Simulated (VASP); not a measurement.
# MgO (Fm-3m) in VASP: single point with LDA

Aim: the single point of MgO with LDA.

Everything below comes from runs of VASP 6.6.1. Logs are shortened: lines on timing, memory, paths and dates and some standing lists are left out, and cuts for length are marked.

### Step 1. The cell of the first run

It takes space group Fm-3m (No. 225, cubic). The conventional cell has a = 4.248 Å, b = 4.248 Å, c = 4.248 Å, α = 90.00°, β = 90.00°, γ = 90.00°. Mg (site symmetry m-3m) has 6 O at 2.12 Å within 2.8 Å. O (site symmetry m-3m) has 6 Mg at 2.12 Å within 2.8 Å.

### Step 2. Single point, LDA

The input, INCAR:

```
SYSTEM = MgO
  ALGO = Normal
  EDIFF = 1E-6
  ENCUT = 840
  GGA = CA
  GGA_COMPAT = .FALSE.
  ISIF = 2
  ISMEAR = 0
  LASPH = .TRUE.
  LCHARG = .FALSE.
  LREAL = .FALSE.
  LWAVE = .FALSE.
  NBANDS = 15
  NELM = 120
  PREC = Accurate
  SIGMA = 0.05
```

The input, KPOINTS:

```
k-points
0
G
  8 8 8
  0 0 0
```

The input, POSCAR:

```
MgO
1.0
    0.0000000000      2.1241500000      2.1241500000
    2.1241500000      0.0000000000      2.1241500000
    2.1241500000      2.1241500000      0.0000000000
Mg O
1 1
Direct
    0.0000000000      0.0000000000      0.0000000000
    0.5000000000      0.5000000000      0.5000000000
```

Potentials or basis: VASP PAW LDA potentials, release 64 (Mg_sv, O).

Started as:

```
$ cat potpaw_LDA.64/Mg_sv/POTCAR potpaw_LDA.64/O/POTCAR > POTCAR
$ mpirun -np 1 vasp_std > vasp.out
```

OUTCAR:

```text
SYSTEM = MgO
   EDIFF = 1E-6
   ENCUT = 840
   GGA = CA
   ISIF = 2
   ISMEAR = 0
   LASPH = .TRUE.
   LREAL = .FALSE.
   NELM = 120
   PREC = Accurate

 ion  position               nearest neighbor table
   1  0.000  0.000  0.000-   2 2.12   2 2.12   2 2.12   2 2.12   2 2.12   2 2.12
   2  0.500  0.500  0.500-   1 2.12   1 2.12   1 2.12   1 2.12   1 2.12   1 2.12

  LATTYP: Found a face centered cubic cell.
 ALAT       =     4.2483000000

  Lattice vectors:

 A1 = (   0.0000000000,   2.1241500000,   2.1241500000)
 A2 = (   2.1241500000,   0.0000000000,   2.1241500000)
 A3 = (   2.1241500000,   2.1241500000,   0.0000000000)

Analysis of symmetry for initial positions (statically):
=====================================================================
 Subroutine PRICEL returns:
 Original cell was already a primitive cell.

 Routine SETGRP: Setting up the symmetry group for a
 face centered cubic supercell.

 Subroutine GETGRP returns: Found 48 space group operations
 (whereof 48 operations were pure point group operations)
 out of a pool of 48 trial point group operations.

The static configuration has the point symmetry O_h .

Analysis of symmetry for dynamics (positions and initial velocities):
=====================================================================
 Subroutine PRICEL returns:
 Original cell was already a primitive cell.

 Routine SETGRP: Setting up the symmetry group for a
 face centered cubic supercell.

 Subroutine GETGRP returns: Found 48 space group operations
 (whereof 48 operations were pure point group operations)
 out of a pool of 48 trial point group operations.

The dynamic configuration has the point symmetry O_h .

 Subroutine INISYM returns: Found 48 space group operations
 (whereof 48 operations are pure point group operations),
 and found     1 'primitive' translations

----------------------------------------------------------------------------------------

                                     Primitive cell

  volume of cell :      19.1684

  direct lattice vectors                    reciprocal lattice vectors
     0.000000000  2.124150000  2.124150000    -0.235388273  0.235388273  0.235388273
     2.124150000  0.000000000  2.124150000     0.235388273 -0.235388273  0.235388273
     2.124150000  2.124150000  0.000000000     0.235388273  0.235388273 -0.235388273

  length of vectors
     3.004001739  3.004001739  3.004001739     0.407704448  0.407704448  0.407704448

  position of ions in fractional coordinates (direct lattice)
[... 90 lines left out ...]
   NELECT =      16.0000    total number of electrons
   NUPDOWN=      -1.0000    fix difference up-down
   EMIN   =  10.00;   EMAX   =-10.00  energy-range for DOS
   EFERMI =   0.00;   METHOD = LEGACY
   ISMEAR =     0;   SIGMA  =   0.05  broadening in eV -4-tet -1-fermi 0-gaus
   EFERMI_NEDOS =   21; number of points for ismear=-14 and -15
   IALGO  =     38    algorithm
   IMIX   =      4    mixing-type and parameters
     AMIX     =   0.40;   BMIX     =  1.00
     AMIX_MAG =   1.60;   BMIX_MAG =  1.00
  volume/ion in A,a.u.               =       9.58        64.68
  Fermi-wavevector in a.u.,A,eV,Ry     =   1.541415  2.912852 32.326911  2.375961
  Thomas-Fermi vector in A             =   2.647364
   LORBIT       =      0    0 simple, 1 ext, 2 COOP (PROOUT), +10 PAW based schemes
   GGA     = CA    functional components
   LHFCALC =     F    Hartree Fock is set to
   AEXX    =    0.0000 exact exchange contribution
   IVDW    =     0    specifies the selected vdW correction
   LEPSILON=     F    determine dielectric tensor
   LRPA    =     F    only Hartree local field effects (RPA)
 non-spin polarized calculation
 Gauss-broadening in eV      SIGMA  =   0.05
  energy-cutoff  :      840.00
  volume of cell :       19.17
 maximum number of plane-waves:      1068
   NGX = 15   NGY = 15   NGZ = 15

 number of electron      15.9999997 magnetization

 Free energy of the ion-electron system (eV)
  ---------------------------------------------------
  ext. energy  EPLUGINS =         0.00000000
  ---------------------------------------------------
  free energy    TOTEN  =       -13.20369297 eV

  energy without entropy =      -13.20369297  energy(sigma->0) =      -13.20369297

 E-fermi :   2.7018     XC(G=0): -11.8009

 val. band max:        2.3969547882   @ k =   0.0000   0.0000   0.0000
 cond. band min:       6.8199210660   @ k =   0.0000   0.0000   0.0000
 fundamental gap:      4.4229662777
 Fermi energy:         2.7017652080

 k-point     1 :       0.0000    0.0000    0.0000
  band No.  band energies     occupation
      1     -69.0263      2.00000
      2     -36.4901      2.00000
      3     -36.4901      2.00000
      4     -36.4901      2.00000
      5     -14.4563      2.00000
      6       2.3970      2.00000
      7       2.3970      2.00000
      8       2.3970      2.00000
      9       6.8199      0.00000
     10      17.7868      0.00000
     11      17.7868      0.00000
     12      17.7868      0.00000
     13      21.7462      0.00000
     14      23.3520      0.00000
[... 401 lines left out ...]
      2     -36.5588      2.00000
      3     -36.5186      2.00000
      4     -36.5054      2.00000
      5     -13.0060      2.00000
      6      -1.5647      2.00000
      7       0.4910      2.00000
      8       1.4258      2.00000
      9      11.7257      0.00000
     10      14.1569      0.00000
     11      15.3564      0.00000
     12      18.6890      0.00000
     13      22.3582      0.00000
     14      23.8081      0.00000
     15      27.8061      0.00000

 [... further k-points ...]

------------------------ aborting loop because EDIFF is reached ----------------------------------------

  FORCE on cell =-STRESS in cart. coord.  units (eV):
  Direction    XX          YY          ZZ          XY          YZ          ZX
  --------------------------------------------------------------------------------------
  -------------------------------------------------------------------------------------
  Total       -1.1006755     -1.1006755     -1.1006755      0.0000000      0.0000000     -0.0000000
  in kB      -91.9992587    -91.9992587    -91.9992587      0.0000000      0.0000000     -0.0000000
  external PRESSURE =     -91.9992587 kB  Pullay stress =       0.0000000 kB

 VOLUME and BASIS-vectors are now :
 -----------------------------------------------------------------------------
  energy-cutoff  :      840.00
  volume of cell :       19.17
      direct lattice vectors                 reciprocal lattice vectors
     0.000000000  2.124150000  2.124150000    -0.235388273  0.235388273  0.235388273
     2.124150000  0.000000000  2.124150000     0.235388273 -0.235388273  0.235388273
     2.124150000  2.124150000  0.000000000     0.235388273  0.235388273 -0.235388273

 POSITION                                       TOTAL-FORCE (eV/Angst)
 -----------------------------------------------------------------------------------
      0.00000      0.00000      0.00000        -0.000000      0.000000     -0.000000
      2.12415      2.12415      2.12415         0.000000     -0.000000      0.000000
 -----------------------------------------------------------------------------------
    total drift:                                0.000000      0.000000      0.000000

  FREE ENERGIE OF THE ION-ELECTRON SYSTEM (eV)
  ---------------------------------------------------
  free  energy   TOTEN  =       -13.2036929731 eV

  energy  without entropy=      -13.2036929731  energy(sigma->0) =      -13.20369297
```

stdout:

```text
POSCAR found type information on POSCAR MgO
 POSCAR found :  2 types and       2 ions
 scaLAPACK will be used
 LDA part: xc-table for (Slater(with rela. corr.)+CA(PZ))
 , standard interpolation
 POSCAR, INCAR and KPOINTS ok, starting setup
 FFT: planning ... GRIDC
 FFT: planning ... GRID_SOFT
 FFT: planning ... GRID
 WAVECAR not read
 entering main loop
```

Wall time 37 s (1 thread of AMD EPYC, shared host); peak memory 0.11 GiB.

What came out:

```yaml
Free_energy: -13.2037 eV
Pressure: -9.2 GPa
Band_gap_on_the_k_mesh: 4.42 eV
```

Levels at points of the mesh, in eV from the valence-band top:
| k point | band 4 | band 5 | band 6 | band 7 | band 8 | band 9 | band 10 | band 11 | band 12 | band 13 |
| --- | --- | --- | --- | --- | --- | --- | --- | --- | --- | --- |
| (0.00, 0.00, 0.00) | -38.89 | -16.85 | 0.00 | 0.00 | 0.00 | 4.42 | 15.39 | 15.39 | 15.39 | 19.35 |
| (0.50, 0.00, 0.00) | -38.90 | -15.54 | -4.58 | -0.64 | -0.64 | 7.58 | 12.12 | 15.75 | 15.75 | 20.24 |
| (0.50, 0.50, 0.00) | -38.91 | -15.32 | -4.02 | -1.33 | -1.33 | 8.87 | 9.46 | 12.63 | 18.27 | 18.27 |

Caveat: the cell stands under tension.
